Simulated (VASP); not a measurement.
# Ga2SeS (P-3m1) in VASP: further runs, part 2 of 2

VASP 6.6.1. The steps go on from the part before.

### 3 Single point, LDA

INCAR

```
SYSTEM = Ga2SeS
PREC = Accurate
ENCUT = 520
EDIFF = 1E-7
ISMEAR = 0
SIGMA = 0.01
LREAL = .False.
LASPH = .True.
NELM = 100
ALGO = Normal
ISIF = 2
LWAVE = .False.
LCHARG = .False.
NBANDS = 48
```

KPOINTS

```
regular mesh
0
Gamma
  6 6 2
  0 0 0
```

POSCAR

```
Ga2SeS
1.0
    3.7271946800      0.0000000000      0.0000000000
   -1.8635973400      3.2278452800      0.0000000000
    0.0000000000      0.0000000000     16.2734940000
Ga Se S
4 2 2
Direct
    0.3333333290      0.6666666687      0.3227369998
    0.6666666710      0.3333333313      0.6772630002
    0.6666666710      0.3333333313      0.8292260003
    0.3333333290      0.6666666687      0.1707739997
    0.6666666710      0.3333333313      0.3969800001
    0.3333333290      0.6666666687      0.6030199999
    0.3333333290      0.6666666687      0.8926419999
    0.6666666710      0.3333333313      0.1073580001
```

Potentials or basis: VASP PAW LDA potentials, release 64 (Ga_d, Se, S).

Run with:

```sh
$ cat potpaw_LDA.64/Ga_d/POTCAR potpaw_LDA.64/Se/POTCAR potpaw_LDA.64/S/POTCAR > POTCAR
$ mpirun -np 1 vasp_std > vasp.out
```

It took 6.1 min on 1 thread of AMD EPYC 7R13, shared host; peak memory 0.27 GiB.

The run converged. Its results:

```
Free energy            : -36.5714 eV
Pressure               : -4.0 GPa
Largest force          : 0.370 eV/Å
Band gap on the k mesh : 0.95 eV, direct
```

Forces in eV/Å, atoms in the order of the input:
```
Ga   0.000  0.000  0.028
Ga   0.000  0.000 -0.028
Ga   0.000  0.000 -0.044
Ga   0.000  0.000  0.044
Se   0.000  0.000 -0.370
Se   0.000  0.000  0.370
S    0.000  0.000 -0.286
S    0.000  0.000  0.286
```

Stress tensor (GPa, compression positive):
```
-4.26  0.00  0.00
 0.00 -4.26  0.00
 0.00  0.00 -3.58
```

Levels at points of the mesh, in eV from the valence-band top:
```
           k point  band 35  band 36  band 37  band 38  band 39  band 40  band 41  band 42
(0.00, 0.00, 0.00)    -0.89    -0.79    -0.79     0.00     0.95     1.66     2.46     2.48
(0.50, 0.00, 0.00)    -2.13    -2.07    -2.03    -1.62     1.35     1.45     1.90     1.99
(0.00, 0.00, 0.50)    -0.79    -0.79    -0.73    -0.66     1.29     1.55     2.40     2.51
(0.50, 0.00, 0.50)    -2.21    -2.07    -1.88    -1.78     1.50     1.56     1.73     1.88
```

A k mesh can miss the band edges.

### 4 Single point, LDA

INCAR

```
PREC     = Accurate       # precision mode
ENCUT    = 520            # plane-wave cutoff, eV
EDIFF    = 1E-7           # SCF threshold, eV
ISMEAR   = 0              # smearing method
SIGMA    = 0.01           # smearing width, eV
LREAL    = F              # projectors in reciprocal space
LASPH    = T              # aspherical terms in the spheres
NELM     = 100            # most SCF steps
ALGO     = Normal         # electronic algorithm
ISIF     = 2              # what is computed and relaxed
LWAVE    = F              # write WAVECAR
LCHARG   = F              # write CHGCAR
NBANDS   = 48             # bands
```

KPOINTS

```
Automatic mesh
0
Gamma
  6 6 2
```

POSCAR is that of step 3.

Potentials or basis: VASP PAW LDA potentials, release 64 (Ga_d, Se, S).

Run with:

```sh
$ cat potpaw_LDA.64/Ga_d/POTCAR potpaw_LDA.64/Se/POTCAR potpaw_LDA.64/S/POTCAR > POTCAR
$ mpirun -np 1 vasp_std > vasp.out
```

OUTCAR:

```text
PREC = Accurate
   ENCUT = 520
   EDIFF = 1E-7
   ISMEAR = 0
   LREAL = F
   LASPH = T
   NELM = 100
   ISIF = 2

 ion  position               nearest neighbor table
   1  0.333  0.667  0.323-   5 2.47   5 2.47   5 2.47   4 2.47
   2  0.667  0.333  0.677-   6 2.47   6 2.47   6 2.47   3 2.47
   3  0.667  0.333  0.829-   7 2.39   7 2.39   7 2.39   2 2.47
   4  0.333  0.667  0.171-   8 2.39   8 2.39   8 2.39   1 2.47
   5  0.667  0.333  0.397-   1 2.47   1 2.47   1 2.47
   6  0.333  0.667  0.603-   2 2.47   2 2.47   2 2.47
   7  0.333  0.667  0.893-   3 2.39   3 2.39   3 2.39
[... 915 lines left out ...]
  Total       -5.2067868     -5.2067868     -4.3712307      0.0000000      0.0000000     -0.0000000
  in kB      -42.6093377    -42.6093378    -35.7716285      0.0000000      0.0000000     -0.0000000
  external PRESSURE =     -40.3301013 kB  Pullay stress =       0.0000000 kB

 VOLUME and BASIS-vectors are now :
 -----------------------------------------------------------------------------
  energy-cutoff  :      520.00
  volume of cell :      195.78
      direct lattice vectors                 reciprocal lattice vectors
     3.727194680  0.000000000  0.000000000     0.268298301  0.154902096  0.000000000
    -1.863597340  3.227845280  0.000000000     0.000000000  0.309804192  0.000000000
     0.000000000  0.000000000 16.273494000     0.000000000  0.000000000  0.061449619

 POSITION                                       TOTAL-FORCE (eV/Angst)
 -----------------------------------------------------------------------------------
     -0.00000      2.15190      5.25206         0.000000      0.000000      0.028156
      1.86360      1.07595     11.02144         0.000000      0.000000     -0.028156
      1.86360      1.07595     13.49440        -0.000000      0.000000     -0.043898
     -0.00000      2.15190      2.77909         0.000000      0.000000      0.043898
      1.86360      1.07595      6.46025        -0.000000     -0.000000     -0.370386
     -0.00000      2.15190      9.81324         0.000000      0.000000      0.370386
     -0.00000      2.15190     14.52640        -0.000000      0.000000     -0.286106
      1.86360      1.07595      1.74709         0.000000      0.000000      0.286106
 -----------------------------------------------------------------------------------
    total drift:                                0.000000      0.000000     -0.000000

  FREE ENERGIE OF THE ION-ELECTRON SYSTEM (eV)
  ---------------------------------------------------
  free  energy   TOTEN  =       -36.5713637140 eV

  energy  without entropy=      -36.5713637140  energy(sigma->0) =      -36.57136371
```

Wall time 6.1 min (1 thread of AMD EPYC 7R13, shared host); peak memory 0.27 GiB.

What came out:

* Free energy: -36.5714 eV
* Pressure: -4.0 GPa
* Largest force: 0.370 eV/Å
* Band gap on the k mesh: 0.95 eV, direct

Forces on the atoms (eV/Å):
```
Ga   0.000  0.000  0.028
Ga   0.000  0.000 -0.028
Ga   0.000  0.000 -0.044
Ga   0.000  0.000  0.044
Se   0.000  0.000 -0.370
Se   0.000  0.000  0.370
S    0.000  0.000 -0.286
S    0.000  0.000  0.286
```

Stress tensor (GPa, compression positive):
```
-4.26  0.00  0.00
 0.00 -4.26  0.00
 0.00  0.00 -3.58
```

Levels at points of the mesh, in eV from the valence-band top:
| k point | band 35 | band 36 | band 37 | band 38 | band 39 | band 40 | band 41 | band 42 |
| --- | --- | --- | --- | --- | --- | --- | --- | --- |
| (0.00, 0.00, 0.00) | -0.89 | -0.79 | -0.79 | 0.00 | 0.95 | 1.66 | 2.46 | 2.48 |
| (0.50, 0.00, 0.00) | -2.13 | -2.07 | -2.03 | -1.62 | 1.35 | 1.45 | 1.90 | 1.99 |
| (0.00, 0.00, 0.50) | -0.79 | -0.79 | -0.73 | -0.66 | 1.29 | 1.55 | 2.40 | 2.51 |
| (0.50, 0.00, 0.50) | -2.21 | -2.07 | -1.88 | -1.78 | 1.50 | 1.56 | 1.73 | 1.88 |
